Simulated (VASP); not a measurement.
# Si17O32 (a cell with a defect) in VASP: notebook, part 3 of 3

VASP 6.6.1. The steps go on from the part before.

## (6) Single point, PBEsol, collinear spin

Contents of INCAR:

```
SYSTEM = Si17O32
ALGO     = Normal         ! electronic algorithm
EDIFF    = 1E-6           ! SCF threshold, eV
ENCUT    = 520            ! plane-wave cutoff, eV
GGA      = PS             ! functional
GGA_COMPAT= .False.      
ISIF     = 2              ! what is computed and relaxed
ISMEAR   = -1             ! smearing method
ISPIN    = 2              ! spin polarisation
ISYM     = -1           
LASPH    = .True.         ! aspherical terms in the spheres
LCHARG   = .True.         ! write CHGCAR
LELF     = .True.         ! ELF
LORBIT   = 11             ! projections on sites
LREAL    = Auto         
LVHAR    = .True.       
LWAVE    = .False.        ! write WAVECAR
MAGMOM   = 0 0 0 0 0 0 0.14 0.14 0 0.14 0 0 0 0 0 0 0.14 0 0 0 0 0 0 0 0 0.14 0.14 0 0 0 0 0 0 0 0 0 0 0 0.14 0 0 0 0 0 0.14 0 0 0 0 ! initial moments
NBANDS   = 164            ! bands
NELECT   = 259.0        
NELM     = 200            ! most SCF steps
PREC     = Accurate       ! precision mode
SIGMA    = 0.05           ! smearing width, eV
```

Contents of KPOINTS:

```
explicit points
1
Reciprocal
  0.25000000   0.25000000   0.25000000 1
```

Contents of POSCAR:

```
Si17O32
1.0
    8.3886930000      0.0000000000      0.0000000000
    0.0000000000      8.3886930000      0.0000000000
    0.0000000000      0.0000000000      5.3570950000
Si O
17 32
Direct
    0.9995530000      0.9988350000      0.0004350000
    0.0039820000      0.9937550000      0.4971360000
    0.9992580000      0.5009270000      0.9956520000
    0.0003450000      0.5031660000      0.5016550000
    0.4987370000      0.0037060000      0.0043310000
    0.5012660000      0.0065760000      0.4913720000
    0.4950720000      0.4993430000      0.9988320000
    0.5018700000      0.4987940000      0.5010410000
    0.2466580000      0.2475530000      0.2495360000
    0.2504840000      0.2486790000      0.7504760000
    0.2500590000      0.7553340000      0.2457790000
    0.2495120000      0.7484250000      0.7466820000
    0.7494650000      0.2530620000      0.2524420000
    0.7490350000      0.2495400000      0.7544850000
    0.7491880000      0.7499190000      0.2485350000
    0.7528970000      0.7514060000      0.7515970000
    0.3948530000      0.3958120000      0.8059610000
    0.1486820000      0.1579650000      0.9975740000
    0.1563940000      0.1538020000      0.5062990000
    0.1543570000      0.6553290000      0.0008670000
    0.1516850000      0.6486500000      0.4987590000
    0.6502270000      0.1578990000      0.0025430000
    0.6496740000      0.1533130000      0.5002540000
    0.6497090000      0.6564320000      0.0104530000
    0.6528970000      0.6525170000      0.5029750000
    0.3447860000      0.3491750000      0.0049370000
    0.3477130000      0.3490550000      0.5010960000
    0.3484570000      0.8506550000      0.9970460000
    0.3451060000      0.8443480000      0.4965200000
    0.8453120000      0.3525400000      0.0032560000
    0.8478800000      0.3468400000      0.4954280000
    0.8451610000      0.8476070000      0.9947890000
    0.8427410000      0.8491150000      0.5021980000
    0.0938420000      0.3994110000      0.2574840000
    0.0977570000      0.4019640000      0.7494580000
    0.0990210000      0.9014380000      0.2506060000
    0.0972540000      0.9010010000      0.7514740000
    0.5988160000      0.4025090000      0.2494630000
    0.5918860000      0.4007510000      0.7489160000
    0.5973930000      0.9039010000      0.2518910000
    0.5932360000      0.9002910000      0.7541060000
    0.4034540000      0.0953220000      0.2512390000
    0.4047540000      0.0946640000      0.7478400000
    0.4037290000      0.6001520000      0.2497460000
    0.3975150000      0.5982330000      0.7506060000
    0.9019810000      0.0993130000      0.2535840000
    0.9029130000      0.0963140000      0.7467580000
    0.9050480000      0.5964210000      0.2481640000
    0.9025500000      0.5960580000      0.7499750000
```

Potentials or basis: VASP PAW PBE potentials, release 64 (Si, O).

Started as:

```
$ cat potpaw_PBE.64/Si/POTCAR potpaw_PBE.64/O/POTCAR > POTCAR
$ mpirun -np 1 vasp_std > vasp.out
```

Wall time 3.3 min (1 thread of Intel Xeon 6975P-C (Granite Rapids), shared host); peak memory 0.54 GiB.

Results (log left out):

| Quantity | Value |
| --- | --- |
| Free energy | -371.6338 eV |
| Largest force | 49.554 eV/Å |
| Net moment | 1.00 μB per cell |
| Site moments | Si +0.00, -0.00, +0.22, +0.02, +0.04, +0.01, +0.23 (each value once); O +0.01, -0.00, +0.00, +0.10, +0.04, +0.05 (each value once) μB |
| Valence electrons inside the program's atomic spheres | Si 1.44, 1.45, 1.48, 1.47, 1.97, 1.52, 1.81, 1.46, 2.74 (each value once); O 5.21, 5.20, 5.19, 5.71, 5.26, 5.22, 5.23, 5.28, 5.17, 5.24, 5.18 (each value once) |

Forces in eV/Å, atoms in the order of the input:
```
Si   -0.881   0.530  -0.444
Si   -1.384   1.227   0.894
Si   -0.025  -0.233   1.102
Si   -0.356  -0.647  -0.606
Si    1.031  -1.964  -1.787
Si    0.725  -2.418   2.553
Si   21.138  22.227  26.824
Si    4.031   5.038  -9.440
Si   -1.915  -0.674   1.077
Si  -13.727 -14.061  -4.619
Si    0.415  -0.767   0.533
Si   -1.392   2.359  -0.256
Si    0.810  -0.370   0.209
Si    2.691  -1.603  -1.075
Si    0.169   0.267   0.528
Si   -1.213   0.362  -0.011
Si    2.203   1.500 -41.793
O     0.489  -0.731   0.711
O     0.051  -0.320  -0.997
O     0.003  -0.666  -0.419
O     0.542   0.655   0.126
O    -0.136   0.020  -0.221
O     0.351   0.735   0.215
O    -0.213  -1.086  -1.769
O    -0.517  -0.774   0.457
O   -15.878 -14.769  44.557
O     1.930   1.858  -8.166
O    -0.570  -0.725   0.040
O     0.253   0.559   0.222
O    -0.579  -0.655  -0.889
O    -0.523   0.150   1.259
O     0.662   0.224   1.037
O     0.740  -0.230  -0.622
O     0.978   0.019  -1.111
O    -1.376   1.024   0.173
O    -0.489   0.495  -0.346
O     0.069   0.016  -0.183
O    -0.613   0.111   0.709
O     4.314  -1.154  -4.033
O    -0.163   0.369  -0.238
O     0.362   0.415  -0.470
O    -1.280   1.697  -0.644
O    -0.035  -0.422   0.130
O    -0.222  -0.452   0.709
O    -0.430   2.515  -3.983
O     0.648  -0.806  -0.475
O     0.001   0.096   0.410
O    -0.409   0.639   0.081
O    -0.277   0.418   0.038
```

Levels at points of the mesh, in eV from the Fermi level:
Spin up:
```csv
k point,band 127,band 128,band 129,band 130,band 131,band 132,band 133,band 134
"(0.25, 0.25, 0.25)",-5.55,-5.06,-1.19,-0.34,0.59,1.83,2.01,2.33
```
Spin down:
```tsv
k point	band 125	band 126	band 127	band 128	band 129	band 130	band 131	band 132	band 133	band 134
(0.25, 0.25, 0.25)	-5.82	-5.74	-5.55	-5.06	-0.63	0.34	0.64	1.89	2.07	2.45
```

Caveat: the cell carries a net charge on a neutralising background, which shifts energy and pressure; the cell is charged against a uniform background, so pressure and absolute levels hang on convention; atoms lie so close that the PAW spheres overlap strongly, which falsifies energies and pressures; the PAW data sets were made with another functional, which shifts forces and pressure a little.
